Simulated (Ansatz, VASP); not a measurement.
## NaCl: VASP beside Ansatz

File INCAR:

```
SYSTEM = NaCl
ALGO = Normal
EDIFF = 1E-6
ENCUT = 520
GGA = PE
ISIF = 2
ISMEAR = 0
LASPH = .True.
LCHARG = .True.
LELF = .True.
LREAL = .False.
LVHAR = .True.
LWAVE = .False.
NBANDS = 14
NELM = 100
PREC = Accurate
SIGMA = 0.05
```

Contents of KPOINTS:

```
k-points
0
Gamma
  8 8 8
  0 0 0
```

File POSCAR:

```
NaCl
1.0
    0.0000000000      2.9450200000      2.9450200000
    2.9450200000      0.0000000000      2.9450200000
    2.9450200000      2.9450200000      0.0000000000
Na Cl
1 1
Direct
    0.0000000000      0.0000000000      0.0000000000
    0.5000000000      0.5000000000      0.5000000000
```

Input for Ansatz:

```yaml
crystal:
  lattice:
    - [0.0, 2.94502, 2.94502]
    - [2.94502, 0.0, 2.94502]
    - [2.94502, 2.94502, 0.0]
  atoms:
    - { symbol: Na, position: [0.0, 0.0, 0.0] }
    - { symbol: Cl, position: [0.5, 0.5, 0.5] }
basis:
  ecutwfc: 420
kpoints:
  mp_grid: { grid: [8, 8, 8] }
hamiltonian:
  xc: pbe
scf:
  occupations: { method: gaussian, width: 0.05 }
output:
  forces: true
  stress: true
  eigenvalues: true
```

Change from the starting cell: strain +0.040 along x and y, +0.040 along z, atoms carried along.

Alike in both runs: task single point; functional PBE; k mesh 8 × 8 × 8; occupations gaussian, width 0.05 eV; no spin polarisation.

|  | VASP | Ansatz |
| --- | --- | --- |
| version | VASP 6.6.1 | Ansatz 0.2.0 |
| potentials or method | VASP PAW PBE potentials, release 64 (Na_pv, Cl), cutoff 520 eV | scalar-relativistic, plane waves, PAW |
| valence electrons in the cell | 14 | 16 |

```tsv
	VASP	Ansatz	Ansatz less VASP
gap on the k mesh at the Fermi level (eV)	4.65	4.65	+0.001
least direct gap on the mesh (eV)	4.65	4.65	+0.001
pressure (GPa)	-1.9	-1.9	+0.03
```

VASP's potentials hold 14 valence electrons a cell and Ansatz's 16, so a difference there can come from the potentials and not from the codes.
